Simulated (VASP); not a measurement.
A run of VASP 6.6.1 is set up as follows.

POSCAR

```
BAs
1.0
    0.0000000000      2.3885000000      2.3885000000
    2.3885000000      0.0000000000      2.3885000000
    2.3885000000      2.3885000000      0.0000000000
As B
1 1
Direct
    0.7500000000      0.7500000000      0.7500000000
    0.0000000000      0.0000000000      0.0000000000
```

Contents of INCAR.step1:

```
PREC = Accurate ; ENCUT = 520
EDIFF = 1E-5 ; ISMEAR = -1
SIGMA = 0.05 ; LREAL = False
LASPH = True ; NELM = 80
ALGO = Normal ; ISIF = 2
LWAVE = True ; LCHARG = False
GGA = PE ; NBANDS = 11
```

The input INCAR.step2:

```
PREC = Accurate ; ENCUT = 520
EDIFF = 1E-6 ; ISMEAR = -1
SIGMA = 0.05 ; LREAL = False
LASPH = True ; NELM = 80
ALGO = Normal ; ISIF = 2
LWAVE = False ; LCHARG = False
GGA = PE ; LHFCALC = True
AEXX = 0.15 ; PRECFOCK = Normal
ISTART = 1 ; NBANDS = 11
```

KPOINTS

```
regular mesh
0
Gamma
  6 6 6
```

Potentials or basis: VASP PAW PBE potentials, release 64 (As, B).

Launch:

```sh
$ cat potpaw_PBE.64/As/POTCAR potpaw_PBE.64/B/POTCAR > POTCAR
$ cp INCAR.step1 INCAR
$ mpirun -np 1 vasp_std > vasp.out
$ cp INCAR.step2 INCAR
$ mpirun -np 1 vasp_std > vasp.out
```

(1) What does it give for the band gap on the k mesh?

(2) Estimate the pressure.

Results:

(1) 2.09 eV (least direct gap 4.19 eV).

(2) 0.9 GPa.

Caveat: the PAW data sets were made with another functional, which shifts forces and pressure a little.
